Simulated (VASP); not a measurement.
# GaSb (P6_3/mmc) in VASP: notebook, part 2 of 2

VASP 6.6.1. Earlier steps stand in the parts before.

## Step 3: Single point, r2SCAN

POSCAR

```
GaSb
1.0
    4.6886257806      0.0000000000      0.0000000000
   -2.3443128903      4.0604690349      0.0000000000
    0.0000000000      0.0000000000      5.9148461418
Ga Sb
2 2
Direct
    0.3333333333      0.6666666667      0.2500000000
    0.6666666667      0.3333333333      0.7500000000
    0.6666666667      0.3333333333      0.2500000000
    0.3333333333      0.6666666667      0.7500000000
```

INCAR.step1

```
SYSTEM = GaSb
  ALGO = Normal
  EDIFF = 1E-4
  ENCUT = 520
  GGA = PE
  ISMEAR = -1
  LASPH = .TRUE.
  LCHARG = .FALSE.
  LREAL = .FALSE.
  LWAVE = .TRUE.
  NBANDS = 26
  NELM = 100
  PREC = Accurate
  SIGMA = 0.02
```

INCAR.step2

```
SYSTEM = GaSb
  ALGO = Normal
  EDIFF = 1E-6
  ENCUT = 520
  ISIF = 2
  ISMEAR = -1
  ISTART = 1
  LASPH = .TRUE.
  LCHARG = .FALSE.
  LMIXTAU = .TRUE.
  LREAL = .FALSE.
  LWAVE = .FALSE.
  METAGGA = R2SCAN
  NBANDS = 26
  NELM = 100
  PREC = Accurate
  SIGMA = 0.02
```

KPOINTS

```
k-points
0
G
  6 6 4
  0 0 0
```

Potentials or basis: VASP PAW PBE potentials, release 64 (Ga_d, Sb).

Command:

```sh
$ cat potpaw_PBE.64/Ga_d/POTCAR potpaw_PBE.64/Sb/POTCAR > POTCAR
$ cp INCAR.step1 INCAR
$ mpirun -np 1 vasp_std > vasp.out
$ cp INCAR.step2 INCAR
$ mpirun -np 1 vasp_std > vasp.out
```

OUTCAR:

```text
SYSTEM = GaSb
   EDIFF = 1E-6
   ENCUT = 520
   ISIF = 2
   ISMEAR = -1
   ISTART = 1
   LASPH = .TRUE.
   LREAL = .FALSE.
   METAGGA = R2SCAN
   NELM = 100
   PREC = Accurate

 ion  position               nearest neighbor table
   1  0.333  0.667  0.250-   3 2.71   3 2.71   3 2.71   4 2.96   4 2.96
   2  0.667  0.333  0.750-   4 2.71   4 2.71   4 2.71   3 2.96   3 2.96
   3  0.667  0.333  0.250-   1 2.71   1 2.71   1 2.71   2 2.96   2 2.96
   4  0.333  0.667  0.750-   2 2.71   2 2.71   2 2.71   1 2.96   1 2.96

  LATTYP: Found a hexagonal cell.
 ALAT       =     4.6886257806
[... 804 lines left out ...]
  --------------------------------------------------------------------------------------
  -------------------------------------------------------------------------------------
  Total        0.0665468      0.0665468     -0.0054778      0.0000000      0.0000000      0.0000000
  in kB        0.9468318      0.9468318     -0.0779377      0.0000000      0.0000000      0.0000000
  external PRESSURE =       0.6052420 kB  Pullay stress =       0.0000000 kB

 VOLUME and BASIS-vectors are now :
 -----------------------------------------------------------------------------
  energy-cutoff  :      520.00
  volume of cell :      112.61
      direct lattice vectors                 reciprocal lattice vectors
     4.688625781  0.000000000  0.000000000     0.213282110  0.123138484  0.000000000
    -2.344312890  4.060469035  0.000000000     0.000000000  0.246276967  0.000000000
     0.000000000  0.000000000  5.914846142     0.000000000  0.000000000  0.169066105

 POSITION                                       TOTAL-FORCE (eV/Angst)
 -----------------------------------------------------------------------------------
     -0.00000      2.70698      1.47871        -0.000000     -0.000000      0.000000
      2.34431      1.35349      4.43613         0.000000      0.000000      0.000000
      2.34431      1.35349      1.47871        -0.000000      0.000000      0.000000
     -0.00000      2.70698      4.43613         0.000000     -0.000000      0.000000
 -----------------------------------------------------------------------------------
    total drift:                                0.000000     -0.000000      0.000000

  FREE ENERGIE OF THE ION-ELECTRON SYSTEM (eV)
  ---------------------------------------------------
  free  energy   TOTEN  =       -73.8731848328 eV

  energy  without entropy=      -73.8716312828  energy(sigma->0) =      -73.87240806
```

OUTCAR.step1:

```text
SYSTEM = GaSb
   EDIFF = 1E-4
   ENCUT = 520
   GGA = PE
   ISMEAR = -1
   LASPH = .TRUE.
   LREAL = .FALSE.
   NELM = 100
[... 832 lines left out ...]
      2.34431      1.35349      4.43613        -0.000000     -0.000000      0.000000
      2.34431      1.35349      1.47871         0.000000     -0.000000      0.000000
     -0.00000      2.70698      4.43613         0.000000      0.000000      0.000000
 -----------------------------------------------------------------------------------
    total drift:                                0.000000     -0.000000      0.000000

  FREE ENERGIE OF THE ION-ELECTRON SYSTEM (eV)
  ---------------------------------------------------
  free  energy   TOTEN  =       -13.6844987486 eV

  energy  without entropy=      -13.6817287921  energy(sigma->0) =      -13.68311377
```

Run time: 6.2 min. Hardware: 1 thread of Intel Xeon 8259CL, shared host; peak memory 0.28 GiB.

What came out:

```
Free energy            : -73.8732 eV
Pressure               : 0.1 GPa
Band gap on the k mesh : zero (bands 18 and 19 overlap by 1.59 eV)
```

Levels at points of the mesh, in eV from the Fermi level:
```csv
k point,band 15,band 16,band 17,band 18,band 19,band 20,band 21,band 22
"(0.00, 0.00, 0.00)",-2.46,-2.46,-0.28,-0.28,0.17,0.44,2.14,2.14
"(0.50, 0.00, 0.00)",-3.64,-3.58,-2.14,-1.17,-0.92,2.35,5.21,5.38
"(0.00, 0.00, 0.50)",-1.54,-1.54,-1.54,-1.54,-0.23,-0.23,2.96,2.96
"(0.50, 0.00, 0.50)",-2.61,-2.61,-0.38,-0.38,1.11,1.11,2.91,2.91
```

Caveat: the PAW data sets were made with another functional, which shifts forces and pressure a little; spin-orbit coupling is left out, which moves the levels of the heavy elements.

## Step 4: Single point, r2SCAN

POSCAR is that of step 3.

INCAR.step1

```
SYSTEM = GaSb
PREC     = Accurate       ! precision mode
ENCUT    = 520            ! plane-wave cutoff, eV
ISMEAR   = 1              ! smearing method
SIGMA    = 0.05           ! smearing width, eV
LREAL    = .FALSE.        ! projectors in reciprocal space
LASPH    = .TRUE.         ! aspherical terms in the spheres
NELM     = 80             ! most SCF steps
NBANDS   = 26             ! bands
GGA      = PE             ! functional
ALGO     = Normal         ! electronic algorithm
EDIFF    = 1E-4           ! SCF threshold, eV
LWAVE    = .TRUE.         ! write WAVECAR
LCHARG   = .FALSE.        ! write CHGCAR
```

INCAR.step2

```
SYSTEM = GaSb
PREC     = Accurate       ! precision mode
ENCUT    = 520            ! plane-wave cutoff, eV
EDIFF    = 1E-6           ! SCF threshold, eV
ISMEAR   = 1              ! smearing method
SIGMA    = 0.05           ! smearing width, eV
LREAL    = .FALSE.        ! projectors in reciprocal space
LASPH    = .TRUE.         ! aspherical terms in the spheres
NELM     = 80             ! most SCF steps
ALGO     = Normal         ! electronic algorithm
ISIF     = 2              ! what is computed and relaxed
LWAVE    = .FALSE.        ! write WAVECAR
LCHARG   = .FALSE.        ! write CHGCAR
METAGGA  = R2SCAN         ! meta-GGA
LMIXTAU  = .TRUE.       
NBANDS   = 26             ! bands
ISTART   = 1
```

KPOINTS

```
regular mesh
0
G
  6 6 4
  0 0 0
```

Command:

```sh
$ cat potpaw_PBE.64/Ga_d/POTCAR potpaw_PBE.64/Sb/POTCAR > POTCAR
$ cp INCAR.step1 INCAR
$ mpirun -np 1 vasp_std > vasp.out
$ cp INCAR.step2 INCAR
$ mpirun -np 1 vasp_std > vasp.out
```

It took 6.3 min on 1 thread of Intel Xeon 8259CL, shared host; peak memory 0.28 GiB.

Results (log left out):

```yaml
Free_energy: -73.8724 eV
Pressure: 0.0 GPa
Band_gap_on_the_k_mesh: zero (bands 18 and 19 overlap by 1.59 eV)
```

Levels at points of the mesh, in eV from the Fermi level:
```
           k point  band 16  band 17  band 18  band 19  band 20  band 21
(0.00, 0.00, 0.00)    -2.45    -0.27    -0.27     0.17     0.45     2.15
(0.50, 0.00, 0.00)    -3.57    -2.14    -1.16    -0.92     2.36     5.22
(0.00, 0.00, 0.50)    -1.53    -1.53    -1.53    -0.22    -0.22     2.97
(0.50, 0.00, 0.50)    -2.60    -0.37    -0.37     1.12     1.12     2.92
```

Caveat: the PAW data sets were made with another functional, which shifts forces and pressure a little; spin-orbit coupling is left out, which moves the levels of the heavy elements.

## Step 5: Summary

```csv
k mesh,smearing,gap on the mesh (eV),pressure (GPa)
2 × 2 × 2,fermi-dirac 0.02 eV,none,0.0
6 × 6 × 4,fermi-dirac 0.02 eV,none,0.1
6 × 6 × 4,methfessel-paxton 0.05 eV,none,0.0
```

Alike in all rows: task single point; level r2SCAN; potentials or basis VASP PAW PBE potentials, release 64 (Ga_d, Sb); no spin polarisation; cell as given; cutoff (eV) 520.

Caveats: some runs use coarse meshes; the PAW data sets were made with another functional, which shifts forces and pressure a little; spin-orbit coupling is left out, which moves the levels of the heavy elements; semilocal functionals underestimate gaps, and a narrow one can read as zero (at least some runs).

Total energies depend on the potentials used, so only differences within one code and one set of settings carry meaning.
